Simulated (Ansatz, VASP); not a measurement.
# Two plane-wave programs on NaCl

The input POSCAR:

```
NaCl
1.0
    3.4245985382      0.0000000000      0.0000000000
    0.0000000000      3.4245985382      0.0000000000
    0.0000000000      0.0000000000      3.4245985382
Na Cl
1 1
Direct
    0.0000000000      0.0000000000      0.0000000000
    0.5000000000      0.5000000000      0.5000000000
```

INCAR.step1

```
  ALGO = Normal
  EDIFF = 1E-4
  ENCUT = 520
  GGA = PE
  ISMEAR = 0
  LASPH = T
  LCHARG = F
  LREAL = F
  LWAVE = T
  NBANDS = 14
  NELM = 80
  PREC = Accurate
  SIGMA = 0.01
```

File INCAR.step2:

```
  ALGO = Normal
  EDIFF = 1E-6
  ENCUT = 520
  ISIF = 2
  ISMEAR = 0
  ISTART = 1
  LASPH = T
  LCHARG = F
  LMIXTAU = T
  LREAL = F
  LWAVE = F
  METAGGA = R2SCAN
  NBANDS = 14
  NELM = 80
  PREC = Accurate
  SIGMA = 0.01
```

File KPOINTS:

```
k-points
0
Gamma
  6 6 6
```

Input for Ansatz:

```yaml
crystal:
  lattice:
    - [3.4245985382, 0.0, 0.0]
    - [0.0, 3.4245985382, 0.0]
    - [0.0, 0.0, 3.4245985382]
  atoms:
    - { symbol: Na, position: [0.0, 0.0, 0.0] }
    - { symbol: Cl, position: [0.5, 0.5, 0.5] }
kpoints:
  mp_grid: { grid: [6, 6, 6] }
hamiltonian:
  xc: r2scan
scf:
  occupations: { method: fixed }
  n_extra_bands: 4
output:
  forces: true
  stress: true
  eigenvalues: true
```

Alike in both runs: task single point; functional r2SCAN; k mesh 6 × 6 × 6; no spin polarisation.

|  | VASP | Ansatz |
| --- | --- | --- |
| version | VASP 6.6.1 | Ansatz 0.2.0 |
| potentials or method | VASP PAW PBE potentials, release 64 (Na_pv, Cl) | plane waves, PAW |
| plane-wave cutoff (eV) | 520 | 500 |
| occupations | gaussian, width 0.01 eV | fixed |
| valence electrons in the cell | 14 | 16 |

|  | VASP | Ansatz | Ansatz less VASP |
| --- | --- | --- | --- |
| gap on the k mesh at the Fermi level (eV) | 5.07 | 5.03 | -0.034 |
| pressure (GPa) | 0.8 | 1.0 | +0.23 |

VASP's potentials were made for PBE, not for r2SCAN. VASP's potentials hold 14 valence electrons a cell and Ansatz's 16, so a difference there can come from the potentials and not from the codes.
